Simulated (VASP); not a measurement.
# Pt (P6/mmm) in VASP: notebook

The runs below take Pt through relaxation of cell and atoms, with PBE.

Program: VASP 6.6.1. These are calculated values, not measurements. Logs are shortened: lines on timing, memory, paths and dates and some standing lists are left out, and cuts for length are marked.

## (1) The cell of the first run

It takes space group P6/mmm (No. 191, hexagonal). The conventional cell has a = 4.456 Å, b = 4.456 Å, c = 2.763 Å, α = 90.00°, β = 90.00°, γ = 120.00°. Pt (site symmetry 6/mmm) has 14 Pt at 2.76 to 2.92 Å within 3.6 Å. Within 3.4 Å of Pt (site symmetry -6m2) lie 11 Pt at 2.57 to 2.92 Å.

## (2) Relaxation of cell and atoms, PBE, target pressure -2.9 GPa, at which the enthalpy is minimised

INCAR

```
  ALGO = Normal
  EDIFF = 1E-7
  EDIFFG = -0.005
  ENCUT = 600
  GGA = PE
  IBRION = 2
  ISIF = 3
  ISMEAR = -1
  LASPH = T
  LCHARG = F
  LREAL = F
  LWAVE = F
  NELM = 80
  NSW = 60
  PREC = Accurate
  PSTRESS = -29.0
  SIGMA = 0.05
```

KPOINTS

```
k-points
0
Gamma
  8 8 11
```

POSCAR

```
Pt
1.0
    4.4557580645      0.0000000000      0.0000000000
   -2.2278790322      3.8587996770      0.0000000000
    0.0000000000      0.0000000000      2.7625700000
Pt
3
Direct
    0.0000000000      0.0000000000      0.0000000000
    0.3333333333      0.6666666667      0.5000000000
    0.6666666667      0.3333333333      0.5000000000
```

Potentials or basis: VASP PAW PBE potentials, release 64 (Pt).

Run with:

```
> cat potpaw_PBE.64/Pt/POTCAR > POTCAR
> mpirun -np 1 vasp_std > vasp.out
```

OUTCAR:

```text
EDIFF = 1E-7
   EDIFFG = -0.005
   ENCUT = 600
   GGA = PE
   IBRION = 2
   ISIF = 3
   ISMEAR = -1
   LASPH = T
   LREAL = F
   NELM = 80
   NSW = 60
   PREC = Accurate
   PSTRESS = -29.0

 ion  position               nearest neighbor table
   1  0.000  0.000  0.000-   2 2.92   3 2.92   2 2.92   3 2.92   2 2.92   2 2.92   3 2.92   3 2.92
                             3 2.92   3 2.92   2 2.92   2 2.92
   2  0.333  0.667  0.500-   3 2.57   3 2.57   3 2.57   1 2.92   1 2.92   1 2.92   1 2.92   1 2.92
                             1 2.92
   3  0.667  0.333  0.500-   2 2.57   2 2.57   2 2.57   1 2.92   1 2.92   1 2.92   1 2.92   1 2.92
                             1 2.92

  LATTYP: Found a hexagonal cell.
 ALAT       =     4.4557580645
 C/A-ratio  =     0.6200000000

  Lattice vectors:

 A1 = (   4.4557580645,   0.0000000000,   0.0000000000)
 A2 = (  -2.2278790322,   3.8587996770,   0.0000000000)
 A3 = (   0.0000000000,   0.0000000000,   2.7625700000)

Analysis of symmetry for initial positions (statically):
=====================================================================
 Subroutine PRICEL returns:
 Original cell was already a primitive cell.

 Routine SETGRP: Setting up the symmetry group for a
 hexagonal supercell.

 Subroutine GETGRP returns: Found 24 space group operations
 (whereof 24 operations were pure point group operations)
 out of a pool of 24 trial point group operations.

The static configuration has the point symmetry D_6h.

Analysis of symmetry for dynamics (positions and initial velocities):
=====================================================================
 Subroutine PRICEL returns:
 Original cell was already a primitive cell.

 Routine SETGRP: Setting up the symmetry group for a
 hexagonal supercell.

 Subroutine GETGRP returns: Found 24 space group operations
 (whereof 24 operations were pure point group operations)
 out of a pool of 24 trial point group operations.

The dynamic configuration has the point symmetry D_6h.

 Subroutine INISYM returns: Found 24 space group operations
 (whereof 24 operations are pure point group operations),
 and found     1 'primitive' translations

----------------------------------------------------------------------------------------

                                     Primitive cell

  volume of cell :      47.4993

  direct lattice vectors                    reciprocal lattice vectors
     4.455758065  0.000000000  0.000000000     0.224428702  0.129573972  0.000000000
    -2.227879032  3.858799677  0.000000000     0.000000000  0.259147943  0.000000000
     0.000000000  0.000000000  2.762570000     0.000000000  0.000000000  0.361981778

  length of vectors
     4.455758065  4.455758064  2.762570000     0.259147943  0.259147943  0.361981778

  position of ions in fractional coordinates (direct lattice)
     0.000000000  0.000000000  0.000000000
     0.333333333  0.666666667  0.500000000
     0.666666667  0.333333333  0.500000000

  ion indices of the primitive-cell ions
   primitive index   ion index
                 1           1
                 2           2
                 3           3

----------------------------------------------------------------------------------------

 KPOINTS: k-points

Automatic generation of k-mesh.
 Grid dimensions read from file:
 generate k-points for:    8    8   11

 Generating k-lattice:

  Cartesian coordinates                     Fractional coordinates (reciprocal lattice)
     0.028053588  0.016196746  0.000000000     0.125000000  0.000000000  0.000000000
     0.000000000  0.032393493  0.000000000     0.000000000  0.125000000  0.000000000
     0.000000000  0.000000000  0.032907434     0.000000000  0.000000000  0.090909091

  Length of vectors
     0.032393493  0.032393493  0.032907434

  Shift w.r.t. Gamma in fractional coordinates (k-lattice)
     0.000000000  0.000000000  0.000000000

 Subroutine IBZKPT returns following result:
 ===========================================

 Found     60 irreducible k-points:

 Following reciprocal coordinates:
            Coordinates               Weight
  0.000000  0.000000  0.000000      1.000000
  0.125000  0.000000  0.000000      6.000000
  0.250000  0.000000  0.000000      6.000000
  0.375000  0.000000  0.000000      6.000000
  0.500000  0.000000  0.000000      3.000000
  0.125000  0.125000  0.000000      6.000000
[... 16 lines left out ...]
  0.250000  0.000000  0.181818     12.000000
  0.375000  0.000000  0.181818     12.000000
 [... further k-points ...]
   k-points           NKPTS =     60   k-points in BZ     NKDIM =     60   number of bands    NBANDS=     19
   number of dos      NEDOS =    301   number of ions     NIONS =      3
   total plane-waves  NPLWV =  31104
   dimension x,y,z NGX =    36 NGY =   36 NGZ =   24
   dimension x,y,z NGXF=    72 NGYF=   72 NGZF=   48
   ions per type =               3
   NGX,Y,Z   is equivalent  to a cutoff of  13.43, 13.43, 14.44 a.u.
   NGXF,Y,Z  is equivalent  to a cutoff of  26.86, 26.86, 28.89 a.u.
 SYSTEM =  unknown system
   PREC   = accura    normal or accurate (medium, high low for compatibility)
   ISTART =      0    job   : 0-new  1-cont  2-samecut
   ICHARG =      2    charge: 1-file 2-atom 10-const
   ISPIN  =      1    spin polarized calculation?
   LNONCOLLINEAR =      F non collinear calculations
   LSORBIT =      F    spin-orbit coupling
   LASPH  =      T    aspherical Exc in radial PAW
   ENCUT  =  600.0 eV  44.10 Ry    6.64 a.u.   8.90  8.90  5.52*2*pi/ulx,y,z
   NELM   =     80;   NELMIN=  2; NELMDL= -5     # of ELM steps
   EDIFF  = 0.1E-06   stopping-criterion for ELM
   LREAL  =      F    real-space projection
   EDIFFG = -.5E-02   stopping-criterion for IOM
   NSW    =     60    number of steps for IOM
   IBRION =      2    ionic relax: 0-MD 1-quasi-New 2-CG
   NFREE  =      1    steps in history (QN), initial steepest desc. (CG)
   ISIF   =      3    stress and relaxation
   ISYM   =      2    0-nonsym 1-usesym 2-fastsym
   POTIM  = 0.5000    time-step for ionic-motion
   TEBEG  =    0.0;   TEEND  =   0.0 temperature during run
   PSTRESS=  -29.0 pullay stress
   NELECT =      30.0000    total number of electrons
   NUPDOWN=      -1.0000    fix difference up-down
   EMIN   =  10.00;   EMAX   =-10.00  energy-range for DOS
   EFERMI =   0.00;   METHOD = LEGACY
   ISMEAR =    -1;   SIGMA  =   0.05  broadening in eV -4-tet -1-fermi 0-gaus
   EFERMI_NEDOS =   21; number of points for ismear=-14 and -15
   IALGO  =     38    algorithm
   IMIX   =      4    mixing-type and parameters
     AMIX     =   0.40;   BMIX     =  1.00
     AMIX_MAG =   1.60;   BMIX_MAG =  1.00
  volume/ion in A,a.u.               =      15.83       106.85
  Fermi-wavevector in a.u.,A,eV,Ry     =   1.404601  2.654310 26.842976  1.972903
  Thomas-Fermi vector in A             =   2.527146
   LORBIT       =      0    0 simple, 1 ext, 2 COOP (PROOUT), +10 PAW based schemes
   GGA     = PE    functional components
   LHFCALC =     F    Hartree Fock is set to
   AEXX    =    0.0000 exact exchange contribution
   IVDW    =     0    specifies the selected vdW correction
   LEPSILON=     F    determine dielectric tensor
   LRPA    =     F    only Hartree local field effects (RPA)
 conjugate gradient relaxation of ions
 non-spin polarized calculation
  energy-cutoff  :      600.00
  volume of cell :       47.50
 maximum number of plane-waves:      1607
 NGX is ok and might be reduce to    36
   NGX = 17   NGY = 17   NGZ = 11

--------------------------------------- Ionic step        1  -------------------------------------------

 number of electron      29.9999998 magnetization

 Free energy of the ion-electron system (eV)
  ---------------------------------------------------
  ext. energy  EPLUGINS =         0.00000000
  ---------------------------------------------------
  free energy    TOTEN  =       -17.83039734 eV

  energy without entropy =      -17.77296848  energy(sigma->0) =      -17.80168291

 E-fermi :  10.3090     XC(G=0): -13.1827

 val. band max:       10.3079916966   @ k =   0.3750   0.0000   0.0909
 cond. band min:      10.3152841675   @ k =   0.2500   0.2500   0.4545
 fundamental gap:      0.0072924709
 Fermi energy:        10.3090015798

 k-point     1 :       0.0000    0.0000    0.0000
  band No.  band energies     occupation
      1       0.6712      2.00000
      2       4.1450      2.00000
      3       5.9435      2.00000
      4       6.2091      2.00000
      5       6.2091      2.00000
      6       6.2417      2.00000
[... 11 lines left out ...]
     18      16.6600      0.00000
     19      17.8509      0.00000
[... 489 lines left out ...]
      3       4.9451      2.00000
      4       5.3114      2.00000
      5       5.5931      2.00000
      6       6.3922      2.00000
[... 11 lines left out ...]
     18      14.0220      0.00000
     19      16.2424      0.00000

 [... further k-points ...]

------------------------ aborting loop because EDIFF is reached ----------------------------------------

  FORCE on cell =-STRESS in cart. coord.  units (eV):
  Direction    XX          YY          ZZ          XY          YZ          ZX
  --------------------------------------------------------------------------------------
  -------------------------------------------------------------------------------------
  Total        1.9569113      1.9569113     -1.1656756      0.0000000     -0.0000000      0.0000000
  in kB       66.0076981     66.0076981    -39.3188809      0.0000000     -0.0000000      0.0000000
  external PRESSURE =      59.8988384 kB  Pullay stress =     -29.0000000 kB
[... 219 lines left out ...]
  enthalpy is  TOTEN    =       -18.7444636695 eV   P V=       -0.8791671746

--------------------------------------- Ionic step        7  -------------------------------------------

 number of electron      30.0000003 magnetization

 Free energy of the ion-electron system (eV)
  ---------------------------------------------------
  ext. energy  EPLUGINS =         0.00000000
  ---------------------------------------------------
  free energy    TOTEN  =       -17.86441725 eV

  energy without entropy =      -17.80614027  energy(sigma->0) =      -17.83527876

 E-fermi :   9.8608     XC(G=0): -13.0454

 val. band max:        9.8558806531   @ k =   0.2500   0.2500   0.3636
 cond. band min:       9.8610926017   @ k =   0.2500   0.2500   0.0000
 fundamental gap:      0.0052119485
 Fermi energy:         9.8608368487

 k-point     1 :       0.0000    0.0000    0.0000
  band No.  band energies     occupation
      1       0.5067      2.00000
      2       3.8457      2.00000
      3       5.3766      2.00000
      4       5.9522      2.00000
      5       5.9522      2.00000
      6       5.9945      2.00000
[... 11 lines left out ...]
     18      15.7316      0.00000
     19      17.0751      0.00000
[... 489 lines left out ...]
      3       4.6880      2.00000
      4       5.1729      2.00000
      5       5.3016      2.00000
      6       6.1371      2.00000
[... 11 lines left out ...]
     18      13.5244      0.00000
     19      15.4436      0.00000

 [... further k-points ...]

------------------------ aborting loop because EDIFF is reached ----------------------------------------

  FORCE on cell =-STRESS in cart. coord.  units (eV):
  Direction    XX          YY          ZZ          XY          YZ          ZX
  --------------------------------------------------------------------------------------
  -------------------------------------------------------------------------------------
  Total       -0.8749490     -0.8749490     -0.8775700     -0.0000000     -0.0000000      0.0000000
  in kB      -28.8303659    -28.8303659    -28.9167300     -0.0000000     -0.0000000      0.0000000
  external PRESSURE =       0.1408461 kB  Pullay stress =     -29.0000000 kB
[... 18 lines left out ...]
  FREE ENERGIE OF THE ION-ELECTRON SYSTEM (eV)
  ---------------------------------------------------
  free  energy   TOTEN  =       -17.8644172456 eV

  energy  without entropy=      -17.8061402708  energy(sigma->0) =      -17.83527876

  enthalpy is  TOTEN    =       -18.7445143605 eV   P V=       -0.8800971149

 reached required accuracy - stopping structural energy minimisation
```

Run time: 3.7 min. Hardware: 1 thread of Intel Xeon Platinum 8259CL at 2.50GHz (Skylake/Cascade Lake), shared host; peak memory 0.22 GiB.

Results:

| Property | Result |
| --- | --- |
| Free energy | -17.8644 eV |
| Relaxed volume | 16.21 Å³/atom |
| Relaxed cell | a = 4.540 Å, b = 4.540 Å, c = 2.723 Å, α = 90.00°, β = 90.00°, γ = 120.00° |
| Space group after relaxing (to 0.05 Å) | P6/mmm (No. 191) |
| Energy change on relaxing (the enthalpy is what falls) | -11.3 meV/atom |
| Ionic steps | 7 |
| Pressure after relaxing | -2.9 GPa |
| Band gap on the k mesh | zero (band 15 reaches 10.80 eV, above the bottom of band 16 at 9.62 eV) |

Step by step:
| step | energy change (eV) | largest force (eV/Å) | pressure (GPa) | volume (Å³) |
| --- | --- | --- | --- | --- |
| 1 | 0.0000 | 0.0000 | 3.09 | 47.50 |
| 2 | 0.1400 | 0.0000 | -13.98 | 51.64 |
| 3 | -0.0178 | 0.0000 | -4.69 | 49.05 |
| 4 | -0.0341 | 0.0000 | -2.01 | 48.44 |
| 5 | -0.0331 | 0.0000 | -3.09 | 48.67 |
| 6 | -0.0349 | 0.0000 | -2.65 | 48.57 |
| 7 | -0.0340 | 0.0000 | -2.89 | 48.62 |

Final structure:
```
Pt
1.0
     4.54044    0.00000    0.00000
    -2.27022    3.93213    0.00000
     0.00000    0.00000    2.72344
Pt
3
Direct
  0.00000 0.00000 0.00000
  0.33333 0.66667 0.50000
  0.66667 0.33333 0.50000
```

Caveat: the cell is relaxed towards a set pressure, so the enthalpy falls and the energy may rise; spin-orbit coupling is left out, which moves the levels of the heavy elements.

## (3) Relaxation of cell and atoms, PBE, target pressure -2.9 GPa, at which the enthalpy is minimised

This run uses another cell than the first one, of 16.24 Å³/atom, 1.026 times its volume.

INCAR

```
SYSTEM = Pt
PREC = Accurate
ENCUT = 600
EDIFF = 1E-6
ISMEAR = -1
SIGMA = 0.05
LREAL = .FALSE.
LASPH = .TRUE.
NELM = 100
ALGO = Normal
ISIF = 3
LWAVE = .FALSE.
LCHARG = .FALSE.
GGA = PE
IBRION = 2
NSW = 32
EDIFFG = -0.005
PSTRESS = -29.0
```

KPOINTS

```
regular mesh
0
G
  8 8 11
  0 0 0
```

POSCAR

```
Pt
1.0
    4.5435527123      0.0000000000      0.0000000000
   -2.2717763561      3.9348320723      0.0000000000
    0.0000000000      0.0000000000      2.7251116933
Pt
3
Direct
    0.0000000000      0.0000000000      0.0000000000
    0.3333333333      0.6666666667      0.5000000000
    0.6666666667      0.3333333333      0.5000000000
```

Potentials or basis: VASP PAW PBE potentials, release 64 (Pt).

Run with:

```
> cat potpaw_PBE.64/Pt/POTCAR > POTCAR
> mpirun -np 1 vasp_std > vasp.out
```

Run time: 97 s. Hardware: 1 thread of Intel Xeon Platinum 8259CL at 2.50GHz (Skylake/Cascade Lake), shared host; peak memory 0.22 GiB.

It converged, with:

| Quantity | Value |
| --- | --- |
| Free energy | -17.8648 eV |
| Relaxed volume | 16.21 Å³/atom |
| Relaxed cell | a = 4.541 Å, b = 4.541 Å, c = 2.723 Å, α = 90.00°, β = 90.00°, γ = 120.00° |
| Space group after relaxing (to 0.05 Å) | P6/mmm (No. 191) |
| Energy change on relaxing (the enthalpy is what falls) | -0.6 meV/atom |
| Ionic steps | 3 |
| Pressure after relaxing | -2.9 GPa |
| Band gap on the k mesh | zero (band 15 reaches 10.80 eV, above the bottom of band 16 at 9.62 eV) |

Step by step:
```tsv
step	energy change (eV)	largest force (eV/Å)	pressure (GPa)	volume (Å³)
1	0.0000	0.0000	-3.31	48.72
2	-0.0048	0.0000	-1.97	48.43
3	-0.0018	0.0000	-2.89	48.63
```

Final structure:
```cif
data_structure
_symmetry_space_group_name_H-M 'P 1'
_symmetry_Int_Tables_number 1
_cell_length_a 4.5407
_cell_length_b 4.5407
_cell_length_c 2.7233
_cell_angle_alpha 90.000
_cell_angle_beta 90.000
_cell_angle_gamma 120.000
_cell_volume 48.63
loop_
_atom_site_label
_atom_site_type_symbol
_atom_site_fract_x
_atom_site_fract_y
_atom_site_fract_z
_atom_site_occupancy
Pt1 Pt 0.00000 0.00000 0.00000 1
Pt2 Pt 0.33333 0.66667 0.50000 1
Pt3 Pt 0.66667 0.33333 0.50000 1
```

Levels at points of the mesh, in eV from the Fermi level:
```tsv
k point	band 12	band 13	band 14	band 15	band 16	band 17	band 18	band 19
(0.00, 0.00, 0.00)	-1.87	-1.75	-1.75	0.33	0.33	4.91	5.87	7.21
(0.50, 0.00, 0.00)	-0.88	-0.31	-0.29	-0.25	-0.24	0.16	0.36	5.73
```

Caveat: the cell is relaxed towards a set pressure, so the enthalpy falls and the energy may rise; spin-orbit coupling is left out, which moves the levels of the heavy elements.
